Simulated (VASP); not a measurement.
Input of a VASP 6.6.1 run:

POSCAR

```
SiSe
1.0
    3.5952000000      0.0000000000      0.0000000000
   -1.7976000000      3.1135300000      0.0000000000
    0.0000000000      0.0000000000      3.5987300000
Si Se
1 1
Direct
    0.6666700000      0.3333300000      0.5000000000
    0.0000000000      0.0000000000      0.0000000000
```

The input INCAR.step1:

```
PREC     = Accurate       # precision mode
ENCUT    = 520            # plane-wave cutoff, eV
EDIFF    = 1E-5           # SCF threshold, eV
ISMEAR   = -1             # smearing method
SIGMA    = 0.05           # smearing width, eV
LREAL    = False          # projectors in reciprocal space
LASPH    = True           # aspherical terms in the spheres
NELM     = 100            # most SCF steps
ALGO     = Normal         # electronic algorithm
ISIF     = 2              # what is computed and relaxed
LWAVE    = True           # write WAVECAR
NBANDS   = 12             # bands
GGA      = PE             # functional
```

Contents of INCAR.step2:

```
PREC     = Accurate       # precision mode
ENCUT    = 520            # plane-wave cutoff, eV
EDIFF    = 1E-6           # SCF threshold, eV
ISMEAR   = -1             # smearing method
SIGMA    = 0.05           # smearing width, eV
LREAL    = False          # projectors in reciprocal space
LASPH    = True           # aspherical terms in the spheres
NELM     = 100            # most SCF steps
ALGO     = Normal         # electronic algorithm
ISIF     = 2              # what is computed and relaxed
LWAVE    = False          # write WAVECAR
LCHARG   = True           # write CHGCAR
METAGGA  = R2SCAN         # meta-GGA
LHFCALC  = True           # exact exchange
AEXX     = 0.25           # exact-exchange fraction
LMIXTAU  = True         
PRECFOCK = Normal       
LELF     = True           # ELF
LVHAR    = True         
NBANDS   = 12             # bands
ISTART   = 1
```

KPOINTS

```
regular mesh
0
Gamma
  5 5 4
```

Potentials or basis: VASP PAW PBE potentials, release 64 (Si, Se).

Run with:

```bash
$ cat potpaw_PBE.64/Si/POTCAR potpaw_PBE.64/Se/POTCAR > POTCAR
$ cp INCAR.step1 INCAR
$ mpirun -np 1 vasp_std > vasp.out
$ cp INCAR.step2 INCAR
$ mpirun -np 1 vasp_std > vasp.out
```

Task: Estimate the band gap on the k mesh.

Result: Zero (band 5 reaches 8.53 eV, above the bottom of band 6 at 4.34 eV).

Task: Estimate the pressure.

Result: -2.9 GPa.

Stress tensor (GPa, compression positive):
```
-2.81  0.00  0.00
 0.00 -2.81  0.00
 0.00  0.00 -3.05
```

Caveat: the k points lie up to 0.44 Å⁻¹ apart; the PAW data sets were made with another functional, which shifts forces and pressure a little.
